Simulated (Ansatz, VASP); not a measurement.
**CsH in VASP and in Ansatz**

Contents of POSCAR:

```
CsH
1.0
    0.0000000000      3.1880000000      3.1880000000
    3.1880000000      0.0000000000      3.1880000000
    3.1880000000      3.1880000000      0.0000000000
Cs H
1 1
Direct
    0.0000000000      0.0000000000      0.0000000000
    0.5000000000      0.5000000000      0.5000000000
```

The input INCAR.step1:

```
PREC = Accurate
ENCUT = 520
ISMEAR = 0
SIGMA = 0.05
LREAL = F
LASPH = T
NELM = 100
NBANDS = 12
GGA = PE
ALGO = Normal
EDIFF = 1E-4
LWAVE = T
LCHARG = F
```

Contents of INCAR.step2:

```
PREC = Accurate
ENCUT = 520
EDIFF = 1E-7
ISMEAR = 0
SIGMA = 0.05
LREAL = F
LASPH = T
NELM = 100
ALGO = Normal
ISIF = 2
LWAVE = F
LCHARG = F
METAGGA = R2SCAN
LMIXTAU = T
NBANDS = 12
ISTART = 1
```

The input KPOINTS:

```
Automatic mesh
0
Gamma
  8 8 8
```

Input for Ansatz:

```yaml
crystal:
  lattice:
    - [0.0, 3.188, 3.188]
    - [3.188, 0.0, 3.188]
    - [3.188, 3.188, 0.0]
  atoms:
    - { symbol: Cs, position: [0.0, 0.0, 0.0] }
    - { symbol: H, position: [0.5, 0.5, 0.5] }
basis:
  ecutwfc: 500
kpoints:
  mp_grid: { grid: [8, 8, 8] }
hamiltonian:
  xc: r2scan
scf:
  occupations: { method: gaussian, width: 0.05 }
output:
  forces: true
  stress: true
  eigenvalues: true
```

Alike in both runs: task single point; functional r2SCAN; k mesh 8 × 8 × 8; occupations gaussian, width 0.05 eV; no spin polarisation.

|  | VASP | Ansatz |
| --- | --- | --- |
| version | VASP 6.6.1 | Ansatz 0.2.0 |
| potentials or method | VASP PAW PBE potentials, release 64 (Cs_sv, H), cutoff 520 eV | scalar-relativistic, plane waves, PAW |
| valence electrons in the cell | 10 | 10 |

VASP gave:

* gap on the k mesh at the Fermi level (eV): 2.66
* least direct gap on the mesh (eV): 2.66
* pressure (GPa): 0.0

**Question.** Which values does Ansatz return?

**Answer.** gap on the k mesh at the Fermi level (eV): 2.68; least direct gap on the mesh (eV): 2.68; pressure (GPa): 0.0.

VASP's potentials were made for PBE, not for r2SCAN.

Neither program's run includes spin-orbit coupling.
